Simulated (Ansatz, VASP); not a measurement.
**ZrAl3N4: VASP beside Ansatz**

The input INCAR:

```
ALGO     = Normal         # electronic algorithm
EDIFF    = 1E-6           # SCF threshold, eV
ENCUT    = 520            # plane-wave cutoff, eV
GGA      = PE             # functional
ISIF     = 2              # what is computed and relaxed
ISMEAR   = 0              # smearing method
LASPH    = T              # aspherical terms in the spheres
LCHARG   = T              # write CHGCAR
LELF     = T              # ELF
LREAL    = F              # projectors in reciprocal space
LVHAR    = T            
LWAVE    = F              # write WAVECAR
NBANDS   = 30             # bands
NELM     = 60             # most SCF steps
PREC     = Accurate       # precision mode
SIGMA    = 0.1            # smearing width, eV
```

Contents of KPOINTS:

```
k-points
0
Gamma
  6 6 2
```

File POSCAR:

```
ZrAl3N4
1.0
    3.3349784600      0.0000000000      0.0000000000
    0.0000000000      3.3349784600      0.0000000000
    0.0000000000      0.0000000000      9.4327435400
Zr Al N
1 3 4
Direct
    0.5000000000      0.5000000000      0.0000000000
    0.0000000000      0.0000000000      0.7500000000
    0.0000000000      0.0000000000      0.2500000000
    0.5000000000      0.5000000000      0.5000000000
    0.0000000000      0.0000000000      0.0000000000
    0.5000000000      0.5000000000      0.2500000000
    0.0000000000      0.0000000000      0.5000000000
    0.5000000000      0.5000000000      0.7500000000
```

Input for Ansatz:

```yaml
crystal:
  lattice:
    - [3.33497846, 0.0, 0.0]
    - [0.0, 3.33497846, 0.0]
    - [0.0, 0.0, 9.43274354]
  atoms:
    - { symbol: Zr, position: [0.5, 0.5, 0.0] }
    - { symbol: Al, position: [0.0, 0.0, 0.75] }
    - { symbol: Al, position: [0.0, 0.0, 0.25] }
    - { symbol: Al, position: [0.5, 0.5, 0.5] }
    - { symbol: "N", position: [0.0, 0.0, 0.0] }
    - { symbol: "N", position: [0.5, 0.5, 0.25] }
    - { symbol: "N", position: [0.0, 0.0, 0.5] }
    - { symbol: "N", position: [0.5, 0.5, 0.75] }
basis:
  ecutwfc: 420
kpoints:
  mp_grid: { grid: [6, 6, 2] }
hamiltonian:
  xc: pbe
scf:
  occupations: { method: gaussian, width: 0.1 }
  lower_state_search: "off"
output:
  forces: true
  stress: true
  eigenvalues: true
```

Alike in both runs: task single point; functional PBE; k mesh 6 × 6 × 2; occupations gaussian, width 0.1 eV; no spin polarisation.

```csv
,VASP,Ansatz
version,VASP 6.6.1,Ansatz 0.2.0
potentials or method,"VASP PAW PBE potentials, release 64 (Zr_sv, Al, N), cutoff 520 eV","scalar-relativistic, plane waves, PAW"
valence electrons in the cell,41,41
```

```tsv
	VASP	Ansatz	Ansatz less VASP
gap on the k mesh at the Fermi level (eV)	none	none	-
rms of the force components (eV/Å)	0.235	0.234	-0.0011
```

Atom by atom the forces differ by 0.001 eV/Å (rms over components). A gap of «none» marks a metal or a gap that the smearing closes. The functional is the same, so the differences come from potentials, cutoffs and numerics.
